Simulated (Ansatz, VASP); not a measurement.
**One calculation of HfO2, two programs**

The input INCAR:

```
ALGO = Normal
EDIFF = 1E-6
ENCUT = 520
GGA = PS
ISIF = 2
ISMEAR = -1
LASPH = T
LCHARG = F
LREAL = F
LWAVE = F
NBANDS = 31
NELM = 80
PREC = Accurate
SIGMA = 0.05
```

The input KPOINTS:

```
k-points
0
Gamma
  8 8 5
```

File POSCAR:

```
HfO2
1.0
    3.6278021313      0.0000000000      0.0000000000
    0.0000000000      3.6278021313      0.0000000000
    0.0000000000      0.0000000000      5.2732960055
Hf O
2 4
Direct
    0.0000000000      0.0000000000      0.0000000000
    0.5000000000      0.5000000000      0.5000000000
    0.0000000000      0.5000000000      0.1972078800
    0.5000000000      0.0000000000      0.3027921200
    0.5000000000      0.0000000000      0.8027921200
    0.0000000000      0.5000000000      0.6972078800
```

The input input.yaml:

```yaml
crystal:
  lattice:
    - [3.6278021313, 0.0, 0.0]
    - [0.0, 3.6278021313, 0.0]
    - [0.0, 0.0, 5.2732960055]
  atoms:
    - { symbol: Hf, position: [0.0, 0.0, 0.0] }
    - { symbol: Hf, position: [0.5, 0.5, 0.5] }
    - { symbol: O, position: [0.0, 0.5, 0.19720788] }
    - { symbol: O, position: [0.5, 0.0, 0.30279212] }
    - { symbol: O, position: [0.5, 0.0, 0.80279212] }
    - { symbol: O, position: [0.0, 0.5, 0.69720788] }
kpoints:
  mp_grid: { grid: [8, 8, 5] }
scf:
  occupations: { method: fermi_dirac, width: 0.05 }
hamiltonian:
  xc: pbesol
  pseudopotentials: { kind: all_electron, lapw: { basis_error: 0.001 } }
output:
  forces: true
  stress: true
  eigenvalues: true
```

Change from the starting cell: volume scaled by 1.06.

Alike in both runs: task single point; functional PBEsol; k mesh 8 × 8 × 5; occupations fermi-dirac, width 0.05 eV; no spin polarisation.

|  | VASP | Ansatz |
| --- | --- | --- |
| version | VASP 6.6.1 | Ansatz 0.2.0 |
| potentials or method | VASP PAW PBE potentials, release 64 (Hf_pv, O), cutoff 520 eV | all-electron LAPW, scalar-relativistic |

Ansatz gave:

```
gap on the k mesh at the Fermi level (eV)                     : 4.43
least direct gap on the mesh (eV)                             : 4.49
pressure (GPa)                                                : -11.7
traceless stress, the component that is largest in VASP (GPa) : 0.74
rms of the force components (eV/Å)                            : 0.100
```

Task: What did VASP give for the same quantities?

Result: gap on the k mesh at the Fermi level (eV): 4.41; least direct gap on the mesh (eV): 4.48; pressure (GPa): -14.6; traceless stress, the component that is largest in VASP (GPa): 0.80; rms of the force components (eV/Å): 0.117.

VASP's potentials were made for PBE, not for PBEsol. Atom by atom the forces differ by 0.017 eV/Å (rms over components). Ansatz ran all-electron here, and VASP with PAW potentials.

Neither program's run includes spin-orbit coupling.
